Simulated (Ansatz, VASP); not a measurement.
**One calculation of NaGeF3, two programs**

Contents of INCAR:

```
ALGO = Normal ; EDIFF = 1E-6
ENCUT = 600 ; GGA = PE
GGA_COMPAT = F ; ISIF = 2
ISMEAR = -1 ; LASPH = T
LCHARG = F ; LREAL = F
LWAVE = F ; NBANDS = 29
NELM = 120 ; PREC = Accurate
SIGMA = 0.05
```

KPOINTS

```
k-points
0
Gamma
  4 4 4
```

The input POSCAR:

```
NaGeF3
1.0
    4.3476430689      0.0000000000      0.0000000000
    0.0000000000      4.3476430689      0.0000000000
    0.0000000000      0.0000000000      4.3476430689
Na Ge F
1 1 3
Direct
    0.0000000000      0.0000000000      0.0000000000
    0.5000000000      0.5000000000      0.5000000000
    0.5000000000      0.5000000000      0.0000000000
    0.5000000000      0.0000000000      0.5000000000
    0.0000000000      0.5000000000      0.5000000000
```

Input for Ansatz:

```yaml
crystal:
  lattice:
    - [4.3476430689, 0.0, 0.0]
    - [0.0, 4.3476430689, 0.0]
    - [0.0, 0.0, 4.3476430689]
  atoms:
    - { symbol: Na, position: [0.0, 0.0, 0.0] }
    - { symbol: Ge, position: [0.5, 0.5, 0.5] }
    - { symbol: F, position: [0.5, 0.5, 0.0] }
    - { symbol: F, position: [0.5, 0.0, 0.5] }
    - { symbol: F, position: [0.0, 0.5, 0.5] }
kpoints:
  mp_grid: { grid: [4, 4, 4] }
hamiltonian:
  xc: pbe
scf:
  occupations: { method: fermi_dirac, width: 0.05 }
  n_extra_bands: 5
output:
  forces: true
  stress: true
  eigenvalues: true
```

Alike in both runs: task single point; functional PBE; k mesh 4 × 4 × 4; occupations fermi-dirac, width 0.05 eV; no spin polarisation.

|  | VASP | Ansatz |
| --- | --- | --- |
| version | VASP 6.6.1 | Ansatz 0.2.0 |
| potentials or method | VASP PAW PBE potentials, release 64 (Na_pv, Ge_d, F) | plane waves |
| plane-wave cutoff (eV) | 600 | 420 |
| valence electrons in the cell | 42 | 44 |

Ansatz gave:

| Property | Result |
| --- | --- |
| pressure (GPa) | 2.2 |

Q: Estimate VASP's values.

A: Pressure (GPa): 2.0.

VASP's potentials hold 42 valence electrons a cell and Ansatz's 44, so a difference there can come from the potentials and not from the codes.
